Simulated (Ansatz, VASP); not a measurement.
Al2O3: VASP beside Ansatz

File INCAR:

```
PREC = Accurate
ENCUT = 520
EDIFF = 1E-6
ISMEAR = 0
SIGMA = 0.05
LREAL = False
LASPH = True
NELM = 60
ALGO = Normal
ISIF = 2
LWAVE = False
LCHARG = False
NBANDS = 20
```

Contents of KPOINTS:

```
Automatic mesh
0
Gamma
  9 9 4
```

The input POSCAR:

```
Al2O3
1.0
    2.7689519504      0.0000000000      0.0000000000
   -1.3844759752      2.3979827309      0.0000000000
    0.0000000000      0.0000000000     10.0836948168
Al O
2 3
Direct
    0.0000000000      0.0000000000      0.1499923300
    0.0000000000      0.0000000000      0.8500076700
    0.3333333333      0.6666666667      0.2223169200
    0.6666666667      0.3333333333      0.0000000000
    0.3333333333      0.6666666667      0.7776830800
```

Input for Ansatz:

```yaml
crystal:
  lattice:
    - [2.7689519504, 0.0, 0.0]
    - [-1.3844759752, 2.3979827309, 0.0]
    - [0.0, 0.0, 10.0836948168]
  atoms:
    - { symbol: Al, position: [0.0, 0.0, 0.14999233] }
    - { symbol: Al, position: [0.0, 0.0, 0.85000767] }
    - { symbol: O, position: [0.3333333333, 0.6666666667, 0.22231692] }
    - { symbol: O, position: [0.6666666667, 0.3333333333, 0.0] }
    - { symbol: O, position: [0.3333333333, 0.6666666667, 0.77768308] }
basis:
  ecutwfc: 420
kpoints:
  mp_grid: { grid: [9, 9, 4] }
hamiltonian:
  xc: lda
scf:
  occupations: { method: gaussian, width: 0.05 }
output:
  forces: true
  stress: true
  eigenvalues: true
```

Change from the starting cell: strain -0.040 along x and y, +0.080 along z, atoms carried along.

Alike in both runs: task single point; functional LDA; k mesh 9 × 9 × 4; occupations gaussian, width 0.05 eV; no spin polarisation.

|  | VASP | Ansatz |
| --- | --- | --- |
| version | VASP 6.6.1 | Ansatz 0.2.0 |
| potentials or method | VASP PAW LDA potentials, release 64 (Al, O), cutoff 520 eV | scalar-relativistic, plane waves, PAW |
| valence electrons in the cell | 24 | 24 |

VASP gave:

```
gap on the k mesh at the Fermi level (eV)                     : 4.95
least direct gap on the mesh (eV)                             : 4.95
pressure (GPa)                                                : 0.6
traceless stress, the component that is largest in VASP (GPa) : -18.91
rms of the force components (eV/Å)                            : 0.623
```

Task: Which values does Ansatz return?

Result: gap on the k mesh at the Fermi level (eV): 4.93; least direct gap on the mesh (eV): 4.93; pressure (GPa): -0.2; traceless stress, the component that is largest in VASP (GPa): -18.33; rms of the force components (eV/Å): 0.622.

LDA's correlation is that of Perdew and Zunger in VASP and of Perdew and Wang (1992) in Ansatz. Atom by atom the forces differ by 0.021 eV/Å (rms over components).
